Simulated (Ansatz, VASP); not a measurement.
KI: VASP beside Ansatz

The input POSCAR:

```
KI
1.0
    4.0339128391      0.0000000000      0.0000000000
    0.0000000000      4.0339128391      0.0000000000
    0.0000000000      0.0000000000      4.3744864235
K I
1 1
Direct
    0.0000000000      0.0000000000      0.0000000000
    0.5000000000      0.5000000000      0.5000000000
```

INCAR.step1

```
ALGO = Normal
EDIFF = 1E-5
ENCUT = 520
GGA = PE
ISIF = 2
ISMEAR = 0
LASPH = T
LCHARG = F
LREAL = F
LWAVE = T
NBANDS = 15
NELM = 100
PREC = Accurate
SIGMA = 0.01
```

Contents of INCAR.step2:

```
ALGO = Normal
EDIFF = 1E-6
ENCUT = 520
GGA = PE
HFSCREEN = 0.2079
ISIF = 2
ISMEAR = 0
ISTART = 1
LASPH = T
LCHARG = F
LHFCALC = T
LREAL = F
LWAVE = F
NBANDS = 15
NELM = 100
PREC = Accurate
PRECFOCK = Normal
SIGMA = 0.01
```

The input KPOINTS:

```
k-points
0
Gamma
  4 4 4
```

Input for Ansatz:

```yaml
crystal:
  lattice:
    - [4.0339128391, 0.0, 0.0]
    - [0.0, 4.0339128391, 0.0]
    - [0.0, 0.0, 4.3744864235]
  atoms:
    - { symbol: K, position: [0.0, 0.0, 0.0] }
    - { symbol: I, position: [0.5, 0.5, 0.5] }
kpoints:
  mp_grid: { grid: [4, 4, 4] }
  band_path:
    path:
      - [0.0, 0.0, 0.0]
      - [0.0, 0.5, 0.0]
      - [0.5, 0.5, 0.0]
      - [0.5, 0.5, 0.5]
      - [0.0, 0.5, 0.5]
    npoints: 1
hamiltonian:
  xc: hse06
scf:
  occupations: { method: fixed }
  n_extra_bands: 4
output:
  forces: true
  stress: true
  eigenvalues: true
  write_density: true
  write_potential: true
  elf: true
  volumetric_format: npy
```

Change from the starting cell: epitaxial_xy strain -6.0%.

Alike in both runs: task single point; functional HSE06; k mesh 4 × 4 × 4; no spin polarisation.

|  | VASP | Ansatz |
| --- | --- | --- |
| version | VASP 6.6.1 | Ansatz 0.2.0 |
| potentials or method | VASP PAW PBE potentials, release 64 (K_sv, I) | plane waves, PAW |
| plane-wave cutoff (eV) | 520 | 420 |
| occupations | gaussian, width 0.01 eV | fixed |
| valence electrons in the cell | 16 | 26 |

Ansatz gave:

```
gap on the k mesh at the Fermi level (eV)                     : 4.25
pressure (GPa)                                                : 2.3
traceless stress, the component that is largest in VASP (GPa) : -2.00
```

Question: Estimate VASP's values.

Answer: gap on the k mesh at the Fermi level (eV): 4.24; pressure (GPa): 2.3; traceless stress, the component that is largest in VASP (GPa): -1.99.

VASP's potentials hold 16 valence electrons a cell and Ansatz's 26, so a difference there can come from the potentials and not from the codes. Ansatz's warnings: stress exchange threshold loose, stress scf threshold loose.

Spin-orbit coupling is off throughout.
